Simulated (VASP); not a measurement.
# BiTe (Fm-3m) in VASP: a series of runs

Runs on BiTe. Level: PBE. Tasks: single point.

Everything below comes from runs of VASP 6.6.1. Logs are shortened: lines on timing, memory, paths and dates and some standing lists are left out, and cuts for length are marked.

### Step 1. The cell of the first run

The structure is cubic, space group Fm-3m (No. 225). The conventional cell has a = 6.383 Å, b = 6.383 Å, c = 6.383 Å, α = 90.00°, β = 90.00°, γ = 90.00°. Within 4.2 Å of Bi (site symmetry m-3m) lie 6 Te at 3.19 Å. Within 4.2 Å of Te (site symmetry m-3m) lie 6 Bi at 3.19 Å.

### Step 2. Single point, PBE (volume scaled by 0.96)

INCAR reads:

```
SYSTEM = BiTe
PREC     = Accurate       ! precision mode
ENCUT    = 520            ! plane-wave cutoff, eV
EDIFF    = 1E-6           ! SCF threshold, eV
ISMEAR   = -1             ! smearing method
SIGMA    = 0.08           ! smearing width, eV
LREAL    = .FALSE.        ! projectors in reciprocal space
LASPH    = .TRUE.         ! aspherical terms in the spheres
NELM     = 80             ! most SCF steps
ALGO     = Normal         ! electronic algorithm
ISIF     = 2              ! what is computed and relaxed
LWAVE    = .FALSE.        ! write WAVECAR
LCHARG   = .FALSE.        ! write CHGCAR
GGA      = PE             ! functional
NBANDS   = 18             ! bands
```

KPOINTS reads:

```
Automatic mesh
0
G
  10 10 10
  0 0 0
```

POSCAR reads:

```
BiTe
1.0
    0.0000000000      3.1912784242      3.1912784242
    3.1912784242      0.0000000000      3.1912784242
    3.1912784242      3.1912784242      0.0000000000
Bi Te
1 1
Direct
    0.0000000000      0.0000000000      0.0000000000
    0.5000000000      0.5000000000      0.5000000000
```

Potentials or basis: VASP PAW PBE potentials, release 64 (Bi_d, Te).

The run is started by

```console
cat potpaw_PBE.64/Bi_d/POTCAR potpaw_PBE.64/Te/POTCAR > POTCAR
mpirun -np 1 vasp_std > vasp.out
```

OUTCAR:

```text
SYSTEM = BiTe
   PREC = Accurate
   ENCUT = 520
   EDIFF = 1E-6
   ISMEAR = -1
   LREAL = .FALSE.
   LASPH = .TRUE.
   NELM = 80
   ISIF = 2
   GGA = PE

 ion  position               nearest neighbor table
   1  0.000  0.000  0.000-   2 3.19   2 3.19   2 3.19   2 3.19   2 3.19   2 3.19
   2  0.500  0.500  0.500-   1 3.19   1 3.19   1 3.19   1 3.19   1 3.19   1 3.19

  LATTYP: Found a face centered cubic cell.
 ALAT       =     6.3825568484

  Lattice vectors:

 A1 = (   0.0000000000,   3.1912784242,   3.1912784242)
 A2 = (   3.1912784242,   0.0000000000,   3.1912784242)
 A3 = (   3.1912784242,   3.1912784242,   0.0000000000)

Analysis of symmetry for initial positions (statically):
=====================================================================
 Subroutine PRICEL returns:
 Original cell was already a primitive cell.

 Routine SETGRP: Setting up the symmetry group for a
 face centered cubic supercell.

 Subroutine GETGRP returns: Found 48 space group operations
 (whereof 48 operations were pure point group operations)
 out of a pool of 48 trial point group operations.

The static configuration has the point symmetry O_h .

Analysis of symmetry for dynamics (positions and initial velocities):
=====================================================================
 Subroutine PRICEL returns:
 Original cell was already a primitive cell.

 Routine SETGRP: Setting up the symmetry group for a
 face centered cubic supercell.

 Subroutine GETGRP returns: Found 48 space group operations
 (whereof 48 operations were pure point group operations)
 out of a pool of 48 trial point group operations.

The dynamic configuration has the point symmetry O_h .

 Subroutine INISYM returns: Found 48 space group operations
 (whereof 48 operations are pure point group operations),
 and found     1 'primitive' translations

----------------------------------------------------------------------------------------

                                     Primitive cell

  volume of cell :      65.0016

  direct lattice vectors                    reciprocal lattice vectors
     0.000000000  3.191278424  3.191278424    -0.156677022  0.156677022  0.156677022
     3.191278424  0.000000000  3.191278424     0.156677022 -0.156677022  0.156677022
     3.191278424  3.191278424  0.000000000     0.156677022  0.156677022 -0.156677022

  length of vectors
     4.513149229  4.513149229  4.513149229     0.271372563  0.271372563  0.271372563

  position of ions in fractional coordinates (direct lattice)
     0.000000000  0.000000000  0.000000000
[... 77 lines left out ...]
   NELM   =     80;   NELMIN=  2; NELMDL= -5     # of ELM steps
   EDIFF  = 0.1E-05   stopping-criterion for ELM
   LREAL  =      F    real-space projection
   EDIFFG = 0.1E-04   stopping-criterion for IOM
   NSW    =      0    number of steps for IOM
   IBRION =     -1    ionic relax: 0-MD 1-quasi-New 2-CG
   NFREE  =      0    steps in history (QN), initial steepest desc. (CG)
   ISIF   =      2    stress and relaxation
   ISYM   =      2    0-nonsym 1-usesym 2-fastsym
   POTIM  = 0.5000    time-step for ionic-motion
   TEBEG  =    0.0;   TEEND  =   0.0 temperature during run
   PSTRESS=    0.0 pullay stress
   NELECT =      21.0000    total number of electrons
   NUPDOWN=      -1.0000    fix difference up-down
   EMIN   =  10.00;   EMAX   =-10.00  energy-range for DOS
   EFERMI =   0.00;   METHOD = LEGACY
   ISMEAR =    -1;   SIGMA  =   0.08  broadening in eV -4-tet -1-fermi 0-gaus
   EFERMI_NEDOS =   21; number of points for ismear=-14 and -15
   IALGO  =     38    algorithm
   IMIX   =      4    mixing-type and parameters
     AMIX     =   0.40;   BMIX     =  1.00
     AMIX_MAG =   1.60;   BMIX_MAG =  1.00
  volume/ion in A,a.u.               =      32.50       219.33
  Fermi-wavevector in a.u.,A,eV,Ry     =   1.123328  2.122782 17.168725  1.261866
  Thomas-Fermi vector in A             =   2.259993
   LORBIT       =      0    0 simple, 1 ext, 2 COOP (PROOUT), +10 PAW based schemes
   GGA     = PE    functional components
   LHFCALC =     F    Hartree Fock is set to
   AEXX    =    0.0000 exact exchange contribution
   IVDW    =     0    specifies the selected vdW correction
   LEPSILON=     F    determine dielectric tensor
   LRPA    =     F    only Hartree local field effects (RPA)
 non-spin polarized calculation
  energy-cutoff  :      520.00
  volume of cell :       65.00
 maximum number of plane-waves:      1807
 NGX is ok and might be reduce to    36
   NGX = 17   NGY = 17   NGZ = 17

 number of electron      21.0000003 magnetization

 Free energy of the ion-electron system (eV)
  ---------------------------------------------------
  ext. energy  EPLUGINS =         0.00000000
  ---------------------------------------------------
  free energy    TOTEN  =        -7.15550630 eV

  energy without entropy =       -7.12556375  energy(sigma->0) =       -7.14053503

 E-fermi :   7.1678     XC(G=0):  -9.6178

 val. band max:        7.1575057754   @ k =  -0.2000   0.1000   0.0000
 cond. band min:       7.1960685470   @ k =   0.2000   0.2000   0.0000
 fundamental gap:      0.0385627716
 Fermi energy:         7.1677597134

 k-point     1 :       0.0000    0.0000    0.0000
  band No.  band energies     occupation
      1     -16.0161      2.00000
      2     -16.0161      2.00000
      3     -16.0107      2.00000
      4     -16.0107      2.00000
      5     -16.0107      2.00000
      6      -6.6578      2.00000
[... 481 lines left out ...]
      5     -16.0007      2.00000
      6      -5.2579      2.00000
[... 10 lines left out ...]
     17      16.1642      0.00000
     18      16.2380      0.00000

 [... further k-points ...]

------------------------ aborting loop because EDIFF is reached ----------------------------------------

  FORCE on cell =-STRESS in cart. coord.  units (eV):
  Direction    XX          YY          ZZ          XY          YZ          ZX
  --------------------------------------------------------------------------------------
  -------------------------------------------------------------------------------------
  Total        1.2121993      1.2121993      1.2121993      0.0000000      0.0000000     -0.0000000
  in kB       29.8786183     29.8786183     29.8786183      0.0000000      0.0000000     -0.0000000
  external PRESSURE =      29.8786183 kB  Pullay stress =       0.0000000 kB

 VOLUME and BASIS-vectors are now :
 -----------------------------------------------------------------------------
  energy-cutoff  :      520.00
  volume of cell :       65.00
      direct lattice vectors                 reciprocal lattice vectors
     0.000000000  3.191278424  3.191278424    -0.156677022  0.156677022  0.156677022
     3.191278424  0.000000000  3.191278424     0.156677022 -0.156677022  0.156677022
     3.191278424  3.191278424  0.000000000     0.156677022  0.156677022 -0.156677022

 POSITION                                       TOTAL-FORCE (eV/Angst)
 -----------------------------------------------------------------------------------
      0.00000      0.00000      0.00000         0.000000      0.000000     -0.000000
      3.19128      3.19128      3.19128        -0.000000     -0.000000      0.000000
 -----------------------------------------------------------------------------------
    total drift:                               -0.000000      0.000000      0.000000

  FREE ENERGIE OF THE ION-ELECTRON SYSTEM (eV)
  ---------------------------------------------------
  free  energy   TOTEN  =        -7.1555063033 eV

  energy  without entropy=       -7.1255637544  energy(sigma->0) =       -7.14053503
```

Run time: 1.9 min. Hardware: 1 thread of AMD EPYC 7R43 (Zen 3), shared host; peak memory 0.19 GiB.

What came out:

```
Free energy : -7.1555 eV
Pressure    : 3.0 GPa
```

Caveat: spin-orbit coupling is left out, which moves the levels of the heavy elements.

### Step 3. Single point, PBE (volume scaled by 0.98)

INCAR is that of step 2.

KPOINTS is that of step 2.

POSCAR reads:

```
BiTe
1.0
    0.0000000000      3.2132879364      3.2132879364
    3.2132879364      0.0000000000      3.2132879364
    3.2132879364      3.2132879364      0.0000000000
Bi Te
1 1
Direct
    0.0000000000      0.0000000000      0.0000000000
    0.5000000000      0.5000000000      0.5000000000
```

Potentials or basis: VASP PAW PBE potentials, release 64 (Bi_d, Te).

The run is started by

```console
cat potpaw_PBE.64/Bi_d/POTCAR potpaw_PBE.64/Te/POTCAR > POTCAR
mpirun -np 1 vasp_std > vasp.out
```

OUTCAR:

```text
SYSTEM = BiTe
   PREC = Accurate
   ENCUT = 520
   EDIFF = 1E-6
   ISMEAR = -1
   LREAL = .FALSE.
   LASPH = .TRUE.
   NELM = 80
   ISIF = 2
   GGA = PE

 ion  position               nearest neighbor table
   1  0.000  0.000  0.000-   2 3.21   2 3.21   2 3.21   2 3.21   2 3.21   2 3.21
   2  0.500  0.500  0.500-   1 3.21   1 3.21   1 3.21   1 3.21   1 3.21   1 3.21

  LATTYP: Found a face centered cubic cell.
 ALAT       =     6.4265758728

  Lattice vectors:

 A1 = (   0.0000000000,   3.2132879364,   3.2132879364)
 A2 = (   3.2132879364,   0.0000000000,   3.2132879364)
 A3 = (   3.2132879364,   3.2132879364,   0.0000000000)

Analysis of symmetry for initial positions (statically):
=====================================================================
 Subroutine PRICEL returns:
 Original cell was already a primitive cell.

 Routine SETGRP: Setting up the symmetry group for a
 face centered cubic supercell.

 Subroutine GETGRP returns: Found 48 space group operations
 (whereof 48 operations were pure point group operations)
 out of a pool of 48 trial point group operations.

The static configuration has the point symmetry O_h .

Analysis of symmetry for dynamics (positions and initial velocities):
=====================================================================
 Subroutine PRICEL returns:
 Original cell was already a primitive cell.

 Routine SETGRP: Setting up the symmetry group for a
 face centered cubic supercell.

 Subroutine GETGRP returns: Found 48 space group operations
 (whereof 48 operations were pure point group operations)
 out of a pool of 48 trial point group operations.

The dynamic configuration has the point symmetry O_h .

 Subroutine INISYM returns: Found 48 space group operations
 (whereof 48 operations are pure point group operations),
 and found     1 'primitive' translations

----------------------------------------------------------------------------------------

                                     Primitive cell

  volume of cell :      66.3558

  direct lattice vectors                    reciprocal lattice vectors
     0.000000000  3.213287936  3.213287936    -0.155603858  0.155603858  0.155603858
     3.213287936  0.000000000  3.213287936     0.155603858 -0.155603858  0.155603858
     3.213287936  3.213287936  0.000000000     0.155603858  0.155603858 -0.155603858

  length of vectors
     4.544275379  4.544275379  4.544275379     0.269513788  0.269513788  0.269513788

  position of ions in fractional coordinates (direct lattice)
     0.000000000  0.000000000  0.000000000
     0.500000000  0.500000000  0.500000000

  ion indices of the primitive-cell ions
   primitive index   ion index
                 1           1
                 2           2

----------------------------------------------------------------------------------------

 KPOINTS: Automatic mesh

Automatic generation of k-mesh.
 Grid dimensions read from file:
 generate k-points for:   10   10   10

 Generating k-lattice:

  Cartesian coordinates                     Fractional coordinates (reciprocal lattice)
    -0.015560386  0.015560386  0.015560386     0.100000000  0.000000000  0.000000000
     0.015560386 -0.015560386  0.015560386     0.000000000  0.100000000  0.000000000
     0.015560386  0.015560386 -0.015560386     0.000000000  0.000000000  0.100000000

  Length of vectors
     0.026951379  0.026951379  0.026951379

  Shift w.r.t. Gamma in fractional coordinates (k-lattice)
     0.000000000  0.000000000  0.000000000

 Subroutine IBZKPT returns following result:
 ===========================================

 Found     47 irreducible k-points:

 Following reciprocal coordinates:
            Coordinates               Weight
  0.000000  0.000000  0.000000      1.000000
  0.100000  0.000000  0.000000      8.000000
  0.200000  0.000000  0.000000      8.000000
  0.300000  0.000000  0.000000      8.000000
  0.400000  0.000000  0.000000      8.000000
  0.500000  0.000000  0.000000      4.000000
[... 16 lines left out ...]
  0.300000  0.300000  0.000000      6.000000
  0.400000  0.300000  0.000000     24.000000
 [... further k-points ...]
   k-points           NKPTS =     47   k-points in BZ     NKDIM =     47   number of bands    NBANDS=     18
   number of dos      NEDOS =    301   number of ions     NIONS =      2
   total plane-waves  NPLWV =  46656
   dimension x,y,z NGX =    36 NGY =   36 NGZ =   36
   dimension x,y,z NGXF=    72 NGYF=   72 NGZF=   72
   ions per type =               1   1
   NGX,Y,Z   is equivalent  to a cutoff of  13.17, 13.17, 13.17 a.u.
   NGXF,Y,Z  is equivalent  to a cutoff of  26.34, 26.34, 26.34 a.u.
 SYSTEM =  BiTe
   PREC   = accura    normal or accurate (medium, high low for compatibility)
   ISTART =      0    job   : 0-new  1-cont  2-samecut
   ICHARG =      2    charge: 1-file 2-atom 10-const
   ISPIN  =      1    spin polarized calculation?
   LNONCOLLINEAR =      F non collinear calculations
   LSORBIT =      F    spin-orbit coupling
   LASPH  =      T    aspherical Exc in radial PAW
   ENCUT  =  520.0 eV  38.22 Ry    6.18 a.u.   8.45  8.45  8.45*2*pi/ulx,y,z
   NELM   =     80;   NELMIN=  2; NELMDL= -5     # of ELM steps
   EDIFF  = 0.1E-05   stopping-criterion for ELM
   LREAL  =      F    real-space projection
   EDIFFG = 0.1E-04   stopping-criterion for IOM
   NSW    =      0    number of steps for IOM
   IBRION =     -1    ionic relax: 0-MD 1-quasi-New 2-CG
   NFREE  =      0    steps in history (QN), initial steepest desc. (CG)
   ISIF   =      2    stress and relaxation
   ISYM   =      2    0-nonsym 1-usesym 2-fastsym
   POTIM  = 0.5000    time-step for ionic-motion
   TEBEG  =    0.0;   TEEND  =   0.0 temperature during run
   PSTRESS=    0.0 pullay stress
   NELECT =      21.0000    total number of electrons
   NUPDOWN=      -1.0000    fix difference up-down
   EMIN   =  10.00;   EMAX   =-10.00  energy-range for DOS
   EFERMI =   0.00;   METHOD = LEGACY
   ISMEAR =    -1;   SIGMA  =   0.08  broadening in eV -4-tet -1-fermi 0-gaus
   EFERMI_NEDOS =   21; number of points for ismear=-14 and -15
   IALGO  =     38    algorithm
   IMIX   =      4    mixing-type and parameters
     AMIX     =   0.40;   BMIX     =  1.00
     AMIX_MAG =   1.60;   BMIX_MAG =  1.00
  volume/ion in A,a.u.               =      33.18       223.90
  Fermi-wavevector in a.u.,A,eV,Ry     =   1.115634  2.108242 16.934335  1.244639
  Thomas-Fermi vector in A             =   2.252240
   LORBIT       =      0    0 simple, 1 ext, 2 COOP (PROOUT), +10 PAW based schemes
   GGA     = PE    functional components
   LHFCALC =     F    Hartree Fock is set to
   AEXX    =    0.0000 exact exchange contribution
   IVDW    =     0    specifies the selected vdW correction
   LEPSILON=     F    determine dielectric tensor
   LRPA    =     F    only Hartree local field effects (RPA)
 non-spin polarized calculation
  energy-cutoff  :      520.00
  volume of cell :       66.36
 maximum number of plane-waves:      1816
 NGX is ok and might be reduce to    36
   NGX = 17   NGY = 17   NGZ = 17

 number of electron      21.0000004 magnetization

 Free energy of the ion-electron system (eV)
  ---------------------------------------------------
  ext. energy  EPLUGINS =         0.00000000
  ---------------------------------------------------
  free energy    TOTEN  =        -7.17610101 eV

  energy without entropy =       -7.14576183  energy(sigma->0) =       -7.16093142

 E-fermi :   6.9082     XC(G=0):  -9.5248

 val. band max:        6.9001447681   @ k =  -0.2000   0.1000   0.0000
 cond. band min:       6.9191552136   @ k =   0.2000   0.2000   0.0000
 fundamental gap:      0.0190104455
 Fermi energy:         6.9081538847

 k-point     1 :       0.0000    0.0000    0.0000
  band No.  band energies     occupation
      1     -16.2633      2.00000
      2     -16.2633      2.00000
      3     -16.2592      2.00000
      4     -16.2592      2.00000
      5     -16.2592      2.00000
      6      -6.7666      2.00000
[... 10 lines left out ...]
     17      13.1106      0.00000
     18      13.4006      0.00000
[... 463 lines left out ...]
 k-point    24 :       0.4000    0.3000    0.0000
  band No.  band energies     occupation
      1     -16.2749      2.00000
      2     -16.2615      2.00000
      3     -16.2601      2.00000
      4     -16.2505      2.00000
      5     -16.2501      2.00000
      6      -5.4116      2.00000
[... 10 lines left out ...]
     17      15.8738      0.00000
     18      15.9500      0.00000

 [... further k-points ...]

------------------------ aborting loop because EDIFF is reached ----------------------------------------

  FORCE on cell =-STRESS in cart. coord.  units (eV):
  Direction    XX          YY          ZZ          XY          YZ          ZX
  --------------------------------------------------------------------------------------
  -------------------------------------------------------------------------------------
  Total        0.7397525      0.7397525      0.7397525      0.0000000      0.0000000      0.0000000
  in kB       17.8615078     17.8615078     17.8615078      0.0000000      0.0000000      0.0000000
  external PRESSURE =      17.8615078 kB  Pullay stress =       0.0000000 kB

 VOLUME and BASIS-vectors are now :
 -----------------------------------------------------------------------------
  energy-cutoff  :      520.00
  volume of cell :       66.36
      direct lattice vectors                 reciprocal lattice vectors
     0.000000000  3.213287936  3.213287936    -0.155603858  0.155603858  0.155603858
     3.213287936  0.000000000  3.213287936     0.155603858 -0.155603858  0.155603858
     3.213287936  3.213287936  0.000000000     0.155603858  0.155603858 -0.155603858

 POSITION                                       TOTAL-FORCE (eV/Angst)
 -----------------------------------------------------------------------------------
      0.00000      0.00000      0.00000         0.000000      0.000000      0.000000
      3.21329      3.21329      3.21329         0.000000     -0.000000     -0.000000
 -----------------------------------------------------------------------------------
    total drift:                               -0.000000      0.000000      0.000000

  FREE ENERGIE OF THE ION-ELECTRON SYSTEM (eV)
  ---------------------------------------------------
  free  energy   TOTEN  =        -7.1761010110 eV

  energy  without entropy=       -7.1457618327  energy(sigma->0) =       -7.16093142
```

Wall time 96 s (1 thread of AMD EPYC 7R43 (Zen 3), shared host); peak memory 0.19 GiB.

What came out:

```
Free energy : -7.1761 eV
Pressure    : 1.8 GPa
```

Caveat: spin-orbit coupling is left out, which moves the levels of the heavy elements.

(Part 1 of 2 ends here.)
